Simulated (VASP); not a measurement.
# Te3H (P1) in VASP: further runs

Te3H is run at these levels: r2SCAN; tasks: single point.

Program: VASP 6.6.1. These are calculated values, not measurements. Logs are shortened: lines on timing, memory, paths and dates and some standing lists are left out, and cuts for length are marked.

## 1. The cell of the first run

The typed cell holds 8 atoms: a = 6.467 Å, b = 6.478 Å, c = 5.936 Å, α = 90.15°, β = 89.95°, γ = 60.03°.

## 2. Single point, r2SCAN

File POSCAR:

```
Te3H
1.0
    3.2317081100      5.6011938500      0.0026696900
   -3.2435457400      5.6080281600     -0.0085671800
    0.0102911300     -0.0031187600      5.9360991800
H Te
2 6
Direct
    0.9708300000      0.0132050000      0.9799760000
    0.0253180000      0.0011480000      0.5208330000
    0.3101780000      0.6820010000      0.2495590000
    0.3449600000      0.9930430000      0.7657190000
    0.0039730000      0.3183500000      0.2434740000
    0.6791370000      0.3057320000      0.7431070000
    0.6920690000      0.9828650000      0.2561120000
    0.9997330000      0.6773240000      0.7374330000
```

File INCAR.step1:

```
PREC = Accurate
ENCUT = 520
ISMEAR = -1
SIGMA = 0.0893
LREAL = F
LASPH = T
NELM = 100
NBANDS = 29
GGA = PE
ALGO = Normal
EDIFF = 1E-4
LWAVE = T
LCHARG = F
```

File INCAR.step2:

```
PREC = Accurate
ENCUT = 520
EDIFF = 1E-7
ISMEAR = -1
SIGMA = 0.0893
LREAL = F
LASPH = T
NELM = 100
ALGO = Normal
ISIF = 2
LWAVE = F
LCHARG = T
METAGGA = R2SCAN
LMIXTAU = T
LELF = T
LVHAR = T
NBANDS = 29
ISTART = 1
```

File KPOINTS:

```
Automatic mesh
0
Gamma
  3 3 3
  0.5 0.5 0
```

Potentials or basis: VASP PAW PBE potentials, release 64 (H, Te).

Run with:

```bash
> cat potpaw_PBE.64/H/POTCAR potpaw_PBE.64/Te/POTCAR > POTCAR
> cp INCAR.step1 INCAR
> mpirun -np 1 vasp_std > vasp.out
> cp INCAR.step2 INCAR
> mpirun -np 1 vasp_std > vasp.out
```

OUTCAR:

```text
PREC = Accurate
   ENCUT = 520
   EDIFF = 1E-7
   ISMEAR = -1
   LREAL = F
   LASPH = T
   NELM = 100
   ISIF = 2
   METAGGA = R2SCAN
   ISTART = 1

 ion  position               nearest neighbor table
   1  0.971  0.013  0.980-
   2  0.025  0.001  0.521-
   3  0.310  0.682  0.250-   7 3.46   8 3.53   5 3.57   4 3.58   8 3.65
   4  0.345  0.993  0.766-   5 3.56   3 3.58   6 3.63   7 3.66   8 3.67
   5  0.004  0.318  0.243-   4 3.56   3 3.57   7 3.63   6 3.66   6 3.66
   6  0.679  0.306  0.743-   8 3.53   7 3.54   4 3.63   5 3.66   5 3.66   7 3.68
   7  0.692  0.983  0.256-   3 3.46   8 3.48   6 3.54   5 3.63   8 3.66   4 3.66   6 3.68
   8  1.000  0.677  0.737-   7 3.48   6 3.53   3 3.53   3 3.65   7 3.66   4 3.67

  LATTYP: Found a triclinic cell.
 ALAT       =     6.4752672066
 B/A-ratio  =     1.9560704548
 C/A-ratio  =     1.0004954379
 COS(alpha) =     0.0001223900
 COS(beta)  =     0.5015798857
 COS(gamma) =     0.7642827736

  Lattice vectors:

 A1 = (  -6.4752538500,   0.0068343100,  -0.0112368700)
 A2 = (  -9.6966708300,  -5.5974783000,   5.9221926200)
 A3 = (  -3.2435457400,   5.6080281600,  -0.0085671800)

Analysis of symmetry for initial positions (statically):
=====================================================================
 Subroutine PRICEL returns:
 Original cell was already a primitive cell.

 Routine SETGRP: Setting up the symmetry group for a
 triclinic supercell.

 Subroutine GETGRP returns: Found  1 space group operations
 (whereof  1 operations were pure point group operations)
 out of a pool of  2 trial point group operations.

The static configuration has the point symmetry C_1 .

Analysis of symmetry for dynamics (positions and initial velocities):
=====================================================================
 Subroutine PRICEL returns:
 Original cell was already a primitive cell.

 Routine SETGRP: Setting up the symmetry group for a
 triclinic supercell.

 Subroutine GETGRP returns: Found  1 space group operations
 (whereof  1 operations were pure point group operations)
 out of a pool of  2 trial point group operations.

The dynamic configuration has the point symmetry C_1 .
[... 97 lines left out ...]
   LASPH  =      T    aspherical Exc in radial PAW
   ENCUT  =  520.0 eV  38.22 Ry    6.18 a.u.  12.02 12.05 11.04*2*pi/ulx,y,z
   NELM   =    100;   NELMIN=  2; NELMDL=  0     # of ELM steps
   EDIFF  = 0.1E-06   stopping-criterion for ELM
   LREAL  =      F    real-space projection
   EDIFFG = 0.1E-05   stopping-criterion for IOM
   NSW    =      0    number of steps for IOM
   IBRION =     -1    ionic relax: 0-MD 1-quasi-New 2-CG
   NFREE  =      0    steps in history (QN), initial steepest desc. (CG)
   ISIF   =      2    stress and relaxation
   ISYM   =      2    0-nonsym 1-usesym 2-fastsym
   POTIM  = 0.5000    time-step for ionic-motion
   TEBEG  =    0.0;   TEEND  =   0.0 temperature during run
   PSTRESS=    0.0 pullay stress
   NELECT =      38.0000    total number of electrons
   NUPDOWN=      -1.0000    fix difference up-down
   EMIN   =  10.00;   EMAX   =-10.00  energy-range for DOS
   EFERMI =   0.00;   METHOD = LEGACY
   ISMEAR =    -1;   SIGMA  =   0.09  broadening in eV -4-tet -1-fermi 0-gaus
   EFERMI_NEDOS =   21; number of points for ismear=-14 and -15
   IALGO  =     38    algorithm
   IMIX   =      4    mixing-type and parameters
     AMIX     =   0.40;   BMIX     =  1.00
     AMIX_MAG =   1.60;   BMIX_MAG =  1.00
  volume/ion in A,a.u.               =      26.93       181.72
  Fermi-wavevector in a.u.,A,eV,Ry     =   0.918126  1.735006 11.469099  0.842955
  Thomas-Fermi vector in A             =   2.043172
   LORBIT       =      0    0 simple, 1 ext, 2 COOP (PROOUT), +10 PAW based schemes
   METAGGA = R2SCAN    functional components
   LHFCALC =     F    Hartree Fock is set to
   AEXX    =    0.0000 exact exchange contribution
   IVDW    =     0    specifies the selected vdW correction
   LEPSILON=     F    determine dielectric tensor
   LRPA    =     F    only Hartree local field effects (RPA)
 non-spin polarized calculation
  energy-cutoff  :      520.00
  volume of cell :      215.43
 maximum number of plane-waves:      5818
   NGX = 25   NGY = 25   NGZ = 23

 number of electron      38.0000001 magnetization

 Free energy of the ion-electron system (eV)
  ---------------------------------------------------
  ext. energy  EPLUGINS =         0.00000000
  ---------------------------------------------------
  free energy    TOTEN  =      -152.31481674 eV

  energy without entropy =     -152.19237581  energy(sigma->0) =     -152.25359628

 E-fermi :   5.0498     XC(G=0):  -9.6644

 val. band max:        5.0443704009   @ k =  -0.1667   0.1667   0.0000
 cond. band min:       5.1544429441   @ k =  -0.1667   0.1667   0.0000
 fundamental gap:      0.1100725432
 Fermi energy:         5.0497784115

 k-point     1 :       0.1667    0.1667    0.0000
  band No.  band energies     occupation
      1      -8.0470      2.00000
      2      -5.9275      2.00000
      3      -5.8450      2.00000
      4      -5.7028      2.00000
      5      -5.2370      2.00000
      6      -5.1939      2.00000
[... 437 lines left out ...]
     28      12.2710      0.00000
     29      12.5085      0.00000

------------------------ aborting loop because EDIFF is reached ----------------------------------------

  FORCE on cell =-STRESS in cart. coord.  units (eV):
  Direction    XX          YY          ZZ          XY          YZ          ZX
  --------------------------------------------------------------------------------------
  -------------------------------------------------------------------------------------
  Total       -7.1602974     -7.7205048    -11.5780452      0.0696909      0.1715959      0.0560025
  in kB      -53.2525159    -57.4188865    -86.1081602      0.5183048      1.2761919      0.4165015
  external PRESSURE =     -65.5931875 kB  Pullay stress =       0.0000000 kB

 VOLUME and BASIS-vectors are now :
 -----------------------------------------------------------------------------
  energy-cutoff  :      520.00
  volume of cell :      215.43
      direct lattice vectors                 reciprocal lattice vectors
     3.231708110  5.601193850  0.002669690     0.154528815  0.089375333 -0.000220942
    -3.243545740  5.608028160 -0.008567180    -0.154340658  0.089049430  0.000314359
     0.010291130 -0.003118760  5.936099180    -0.000292247  0.000088324  0.168461350

 POSITION                                       TOTAL-FORCE (eV/Angst)
 -----------------------------------------------------------------------------------
      3.10469      5.50880      5.81971        -0.618047     -0.193884     -0.261760
      0.08346      0.14662      3.09177         0.115462      0.360494      0.214660
     -1.20713      5.56127      1.47639         0.011543     -0.062438      0.080189
     -2.09829      7.49881      4.53780         0.205659      0.309679      0.266914
     -1.01724      1.80681      1.44257        -0.134409      0.359532     -0.131953
      1.21076      5.51621      4.41035         0.271191     -0.087661      0.022261
     -0.94877      9.38755      1.51373        -0.053796     -0.447287      0.107699
      1.04150      9.39585      4.37434         0.202398     -0.238436     -0.298011
 -----------------------------------------------------------------------------------
    total drift:                                0.000094      0.000049     -0.000013

  FREE ENERGIE OF THE ION-ELECTRON SYSTEM (eV)
  ---------------------------------------------------
  free  energy   TOTEN  =      -152.3148167434 eV

  energy  without entropy=     -152.1923758068  energy(sigma->0) =     -152.25359628
```

OSZICAR.step1:

```text
N       E                     dE             d eps       ncg     rms          rms(c)
DAV:   1     0.157142486015E+03    0.15714E+03   -0.13594E+04   812   0.105E+03
DAV:   2    -0.717637455329E+01   -0.16432E+03   -0.15968E+03  1123   0.152E+02
DAV:   3    -0.194956242363E+02   -0.12319E+02   -0.12106E+02   922   0.439E+01
DAV:   4    -0.197460505287E+02   -0.25043E+00   -0.25024E+00   950   0.731E+00
DAV:   5    -0.197542722174E+02   -0.82217E-02   -0.82215E-02   970   0.142E+00    0.113E+01
DAV:   6    -0.195598746981E+02    0.19440E+00   -0.30644E-01   998   0.226E+00    0.710E+00
DAV:   7    -0.195597469810E+02    0.12772E-03   -0.22102E-01   882   0.172E+00    0.212E+00
DAV:   8    -0.195580105290E+02    0.17365E-02   -0.31786E-02   917   0.741E-01    0.681E-01
DAV:   9    -0.195573044834E+02    0.70605E-03   -0.67481E-03   927   0.324E-01    0.321E-01
DAV:  10    -0.195571189699E+02    0.18551E-03   -0.15536E-03   937   0.155E-01    0.122E-01
DAV:  11    -0.195570696446E+02    0.49325E-04   -0.35240E-04   600   0.724E-02
   1 F= -.19557070E+02 E0= -.19492186E+02  d E =-.129767E+00
```

Run time: 2.6 min. Hardware: 1 thread of Intel Xeon 6975P-C (Granite Rapids), shared host; peak memory 0.38 GiB.

Results:

| Item | Value |
| --- | --- |
| Free energy | -152.3148 eV |
| Pressure | -6.6 GPa |
| Largest force | 0.699 eV/Å |
| Band gap on the k mesh | zero (bands 19 and 20 overlap by 0.58 eV) |

Forces on the atoms (eV/Å):
```
H   -0.618 -0.194 -0.262
H    0.115  0.360  0.215
Te   0.012 -0.062  0.080
Te   0.206  0.310  0.267
Te  -0.134  0.360 -0.132
Te   0.271 -0.088  0.022
Te  -0.054 -0.447  0.108
Te   0.202 -0.238 -0.298
```

Levels at points of the mesh, in eV from the Fermi level:
```csv
k point,band 17,band 18,band 19,band 20,band 21,band 22
"(0.50, 0.50, 0.00)",-0.98,-0.35,-0.07,0.33,0.67,0.84
```

Caveat: the k points lie up to 0.37 Å⁻¹ apart, too coarse for converged energies and pressures of a metal; the PAW data sets were made with another functional, which shifts forces and pressure a little; spin-orbit coupling is left out, which moves the levels of the heavy elements.

## 3. Single point, r2SCAN

POSCAR is that of step 2.

File INCAR.step1:

```
  PREC = Accurate
  ENCUT = 520
  ISMEAR = -1
  SIGMA = 0.0893
  LREAL = F
  LASPH = T
  NELM = 100
  ISYM = 0
  NBANDS = 29
  GGA = PE
  ALGO = Normal
  EDIFF = 1E-4
  LWAVE = T
  LCHARG = F
```

File INCAR.step2:

```
  PREC = Accurate
  ENCUT = 520
  EDIFF = 1E-7
  ISMEAR = -1
  SIGMA = 0.0893
  LREAL = F
  LASPH = T
  NELM = 100
  ALGO = Normal
  ISIF = 2
  LWAVE = F
  LCHARG = F
  METAGGA = R2SCAN
  LMIXTAU = T
  ISYM = 0
  NBANDS = 29
  ISTART = 1
```

File KPOINTS:

```
Automatic mesh
0
Gamma
  3 3 3
  0.5 0.5 0.5
```

Potentials or basis: VASP PAW PBE potentials, release 64 (H, Te).

Run with:

```bash
> cat potpaw_PBE.64/H/POTCAR potpaw_PBE.64/Te/POTCAR > POTCAR
> cp INCAR.step1 INCAR
> mpirun -np 1 vasp_std > vasp.out
> cp INCAR.step2 INCAR
> mpirun -np 1 vasp_std > vasp.out
```

OUTCAR:

```text
PREC = Accurate
   ENCUT = 520
   EDIFF = 1E-7
   ISMEAR = -1
   LREAL = F
   LASPH = T
   NELM = 100
   ISIF = 2
   METAGGA = R2SCAN
   ISYM = 0
   ISTART = 1

 ion  position               nearest neighbor table
   1  0.971  0.013  0.980-
   2  0.025  0.001  0.521-
   3  0.310  0.682  0.250-   7 3.46   8 3.53   5 3.57   4 3.58   8 3.65
   4  0.345  0.993  0.766-   5 3.56   3 3.58   6 3.63   7 3.66   8 3.67
   5  0.004  0.318  0.243-   4 3.56   3 3.57   7 3.63   6 3.66   6 3.66
[... 610 lines left out ...]
  Total       -6.7608263     -7.8324795    -10.1898939      0.1166847      0.1201190      0.0373156
  in kB      -50.2815724    -58.2516642    -75.7842105      0.8678066      0.8933479      0.2775234
  external PRESSURE =     -61.4391491 kB  Pullay stress =       0.0000000 kB

 VOLUME and BASIS-vectors are now :
 -----------------------------------------------------------------------------
  energy-cutoff  :      520.00
  volume of cell :      215.43
      direct lattice vectors                 reciprocal lattice vectors
     3.231708110  5.601193850  0.002669690     0.154528815  0.089375333 -0.000220942
    -3.243545740  5.608028160 -0.008567180    -0.154340658  0.089049430  0.000314359
     0.010291130 -0.003118760  5.936099180    -0.000292247  0.000088324  0.168461350

 POSITION                                       TOTAL-FORCE (eV/Angst)
 -----------------------------------------------------------------------------------
      3.10469      5.50880      5.81971        -0.664485     -0.211651     -0.307906
      0.08346      0.14662      3.09177         0.083106      0.256075      0.284984
     -1.20713      5.56127      1.47639         0.283805     -0.148309      0.088235
     -2.09829      7.49881      4.53780         0.346510      0.532813      0.370132
     -1.01724      1.80681      1.44257        -0.192378      0.467935     -0.105141
      1.21076      5.51621      4.41035         0.055395     -0.201222      0.034133
     -0.94877      9.38755      1.51373        -0.024614     -0.465742      0.026130
      1.04150      9.39585      4.37434         0.112660     -0.229898     -0.390568
 -----------------------------------------------------------------------------------
    total drift:                                0.000114      0.000094     -0.000011

  FREE ENERGIE OF THE ION-ELECTRON SYSTEM (eV)
  ---------------------------------------------------
  free  energy   TOTEN  =      -151.9874173060 eV

  energy  without entropy=     -151.7551548471  energy(sigma->0) =     -151.87128608
```

OSZICAR.step1:

```text
N       E                     dE             d eps       ncg     rms          rms(c)
DAV:   1     0.157534074776E+03    0.15753E+03   -0.13554E+04   812   0.105E+03
DAV:   2    -0.697311392573E+01   -0.16451E+03   -0.16022E+03  1103   0.153E+02
DAV:   3    -0.191843503417E+02   -0.12211E+02   -0.12038E+02   917   0.441E+01
DAV:   4    -0.194317033862E+02   -0.24735E+00   -0.24718E+00   968   0.729E+00
DAV:   5    -0.194396264122E+02   -0.79230E-02   -0.79229E-02   957   0.138E+00    0.110E+01
DAV:   6    -0.192343935722E+02    0.20523E+00   -0.44770E-01  1049   0.236E+00    0.688E+00
DAV:   7    -0.192360338556E+02   -0.16403E-02   -0.21296E-01   897   0.164E+00    0.247E+00
DAV:   8    -0.192373334756E+02   -0.12996E-02   -0.69732E-02   927   0.840E-01    0.703E-01
DAV:   9    -0.192341125084E+02    0.32210E-02   -0.19906E-02   912   0.457E-01    0.348E-01
DAV:  10    -0.192339066074E+02    0.20590E-03   -0.24680E-03   927   0.201E-01    0.133E-01
DAV:  11    -0.192338398585E+02    0.66749E-04   -0.42969E-04   591   0.786E-02
   1 F= -.19233840E+02 E0= -.19113545E+02  d E =-.240589E+00
```

It took 2.6 min on 1 thread of Intel Xeon 6975P-C (Granite Rapids), shared host; peak memory 0.37 GiB.

What came out:

```
Free energy            : -151.9874 eV
Pressure               : -6.1 GPa
Largest force          : 0.762 eV/Å
Band gap on the k mesh : zero (bands 19 and 20 overlap by 0.71 eV)
```

Forces on the atoms (eV/Å):
```
H   -0.664 -0.212 -0.308
H    0.083  0.256  0.285
Te   0.284 -0.148  0.088
Te   0.347  0.533  0.370
Te  -0.192  0.468 -0.105
Te   0.055 -0.201  0.034
Te  -0.025 -0.466  0.026
Te   0.113 -0.230 -0.391
```

Levels at points of the mesh, in eV from the Fermi level:
```csv
k point,band 15,band 16,band 17,band 18,band 19,band 20,band 21,band 22,band 23,band 24
"(0.50, 0.50, 0.50)",-0.87,-0.76,-0.58,-0.43,-0.16,-0.09,-0.07,0.02,0.25,0.32
```

Caveat: the k points lie up to 0.37 Å⁻¹ apart, too coarse for converged energies and pressures of a metal; the PAW data sets were made with another functional, which shifts forces and pressure a little; spin-orbit coupling is left out, which moves the levels of the heavy elements.
